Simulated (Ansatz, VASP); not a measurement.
# Two plane-wave programs on CdF2

POSCAR

```
CdF2
1.0
    0.0000000000      2.6941776783      2.6941776783
    2.6941776783      0.0000000000      2.6941776783
    2.6941776783      2.6941776783      0.0000000000
Cd F
1 2
Direct
    0.0000000000      0.0000000000      0.0000000000
    0.2500000000      0.2500000000      0.2500000000
    0.7500000000      0.7500000000      0.7500000000
```

Contents of INCAR.step1:

```
SYSTEM = CdF2
ALGO = Normal ; EDIFF = 1E-4
ENCUT = 520 ; GGA = PE
ISMEAR = 0 ; LASPH = .True.
LCHARG = .False. ; LREAL = .False.
LWAVE = .True. ; NBANDS = 20
NELM = 60 ; PREC = Accurate
SIGMA = 0.01
```

INCAR.step2

```
SYSTEM = CdF2
ALGO = Normal ; EDIFF = 1E-6
ENCUT = 520 ; ISIF = 2
ISMEAR = 0 ; ISTART = 1
LASPH = .True. ; LCHARG = .True.
LELF = .True. ; LMIXTAU = .True.
LREAL = .False. ; LVHAR = .True.
LWAVE = .False. ; METAGGA = R2SCAN
NBANDS = 20 ; NELM = 60
PREC = Accurate ; SIGMA = 0.01
```

Contents of KPOINTS:

```
k-points
0
Gamma
  8 8 8
  0 0 0
```

Input for Ansatz:

```yaml
crystal:
  lattice:
    - [0.0, 2.6941776783, 2.6941776783]
    - [2.6941776783, 0.0, 2.6941776783]
    - [2.6941776783, 2.6941776783, 0.0]
  atoms:
    - { symbol: Cd, position: [0.0, 0.0, 0.0] }
    - { symbol: F, position: [0.25, 0.25, 0.25] }
    - { symbol: F, position: [0.75, 0.75, 0.75] }
kpoints:
  mp_grid: { grid: [8, 8, 8] }
  band_path:
    path:
      - [0.0, 0.0, 0.0]
      - [0.5, 0.0, 0.5]
      - [0.625, 0.25, 0.625]
      - [0.375, 0.375, 0.75]
      - [0.5, 0.5, 0.5]
      - [0.5, 0.25, 0.75]
      - [0.25, -0.5, -0.25]
    npoints: 1
hamiltonian:
  xc: r2scan
scf:
  occupations: { method: fixed }
  n_extra_bands: 4
output:
  forces: true
  stress: true
  eigenvalues: true
```

Alike in both runs: task single point; functional r2SCAN; k mesh 8 × 8 × 8; no spin polarisation.

|  | VASP | Ansatz |
| --- | --- | --- |
| version | VASP 6.6.1 | Ansatz 0.2.0 |
| potentials or method | VASP PAW PBE potentials, release 64 (Cd, F) | plane waves, PAW |
| plane-wave cutoff (eV) | 520 | 500 |
| occupations | gaussian, width 0.01 eV | fixed |
| valence electrons in the cell | 26 | 34 |

|  | VASP | Ansatz | Ansatz less VASP |
| --- | --- | --- | --- |
| gap on the k mesh at the Fermi level (eV) | 3.75 | 3.79 | +0.044 |
| pressure (GPa) | 1.0 | 0.0 | -0.99 |

VASP's potentials were made for PBE, not for r2SCAN. VASP's potentials hold 26 valence electrons a cell and Ansatz's 34, so a difference there can come from the potentials and not from the codes.
